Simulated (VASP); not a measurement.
A run of VASP 6.6.1 is set up as follows.

INCAR

```
SYSTEM = InF3
PREC = Accurate
ENCUT = 520
EDIFF = 1E-6
ISMEAR = 0
SIGMA = 0.02
LREAL = .False.
LASPH = .True.
NELM = 60
ALGO = Normal
ISIF = 2
LWAVE = .False.
LCHARG = .True.
GGA = CA
LELF = .True.
LVHAR = .True.
NBANDS = 44
```

Contents of KPOINTS:

```
regular mesh
0
Gamma
  6 6 6
  0 0 0
```

Contents of POSCAR:

```
InF3
1.0
    2.5047580612      1.4461227409      4.8531424240
   -2.5047580612      1.4461227409      4.8531424240
    0.0000000000     -2.8922454818      4.8531424240
In F
2 6
Direct
    0.0000000000      0.0000000000      0.0000000000
    0.5000000000      0.5000000000      0.5000000000
    0.9129517811      0.5870482189      0.2500000000
    0.2500000000      0.9129517811      0.5870482189
    0.5870482189      0.2500000000      0.9129517811
    0.0870482189      0.4129517811      0.7500000000
    0.7500000000      0.0870482189      0.4129517811
    0.4129517811      0.7500000000      0.0870482189
```

Potentials or basis: VASP PAW LDA potentials, release 64 (In_d, F).

Launch:

```console
$ cat potpaw_LDA.64/In_d/POTCAR potpaw_LDA.64/F/POTCAR > POTCAR
$ mpirun -np 1 vasp_std > vasp.out
```

Task: What does it give for the band gap on the k mesh?

Result: 4.25 eV.

Task: Predict the pressure.

Result: 1.5 GPa.

Stress tensor (GPa, compression positive):
```
1.42 0.00 0.00
0.00 1.42 0.00
0.00 0.00 1.68
```

Caveat: spin-orbit coupling is left out, which moves the levels of the heavy elements. A k mesh can miss the band edges.
